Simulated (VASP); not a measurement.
Set up this calculation in VASP 6.6.1, as the native input.

```yaml
Task: single point
Functional: PBE
Potentials_or_basis: VASP PAW PBE potentials, release 64 (Sc_sv, Mo_sv)
Cutoff: 520 eV
k_mesh: 6 × 6 × 4
Occupations: gaussian, width 0.1 eV
Spin: collinear spin
Starting_moments: "[1.0, 1.0, 1.0, 1.0, 1.0] μB"
Dipole_correction: no
Further_INCAR_settings: ALGO = Normal; EDIFF = 1e-06; NBANDS = 41
```

The structure of Sc4Mo lies in POSCAR:

```
Sc4Mo
1.0
    4.8955828362      0.0000000000      0.0000000000
   -2.4477914181      4.2396991025      0.0000000000
    0.0000000000      0.0000000000      5.7133919645
Sc Mo
4 1
Direct
    0.3333333333      0.6666666667      0.5000000000
    0.6666666667      0.3333333333      0.5000000000
    0.3333333333      0.6666666667      0.0000000000
    0.6666666667      0.3333333333      0.0000000000
    0.0000000000      0.0000000000      0.5000000000
```

The cell was built from a structure type or drawn by symmetry, and may not be a known phase.

One way to write it, as run:

INCAR

```
SYSTEM = Sc4Mo
  PREC = Accurate
  ENCUT = 520
  EDIFF = 1E-6
  ISMEAR = 0
  SIGMA = 0.1
  LREAL = .False.
  LASPH = .True.
  NELM = 150
  ALGO = Normal
  ISIF = 2
  LWAVE = .False.
  LCHARG = .False.
  ISPIN = 2
  MAGMOM = 1 1 1 1 1
  LORBIT = 11
  LMAXMIX = 4
  GGA = PE
  NBANDS = 41
```

KPOINTS

```
regular mesh
0
Gamma
  6 6 4
  0 0 0
```

Potentials or basis: VASP PAW PBE potentials, release 64 (Sc_sv, Mo_sv).

Launch:

```bash
$ cat potpaw_PBE.64/Sc_sv/POTCAR potpaw_PBE.64/Mo_sv/POTCAR > POTCAR
$ mpirun -np 1 vasp_std > vasp.out
```

It gave:

- Pressure: 0.4 GPa
- Band gap on the k mesh: zero (filled and empty bands overlap)
- Net moment: 0.00 μB per cell
- Valence electrons inside the program's atomic spheres: Sc 9.68, 9.46 (each value once); Mo 12.34

It took 4 min on 1 thread of Intel(R) Xeon(R) 6975P-C (Granite Rapids), with other jobs on the host, peak memory 0.35 GiB.
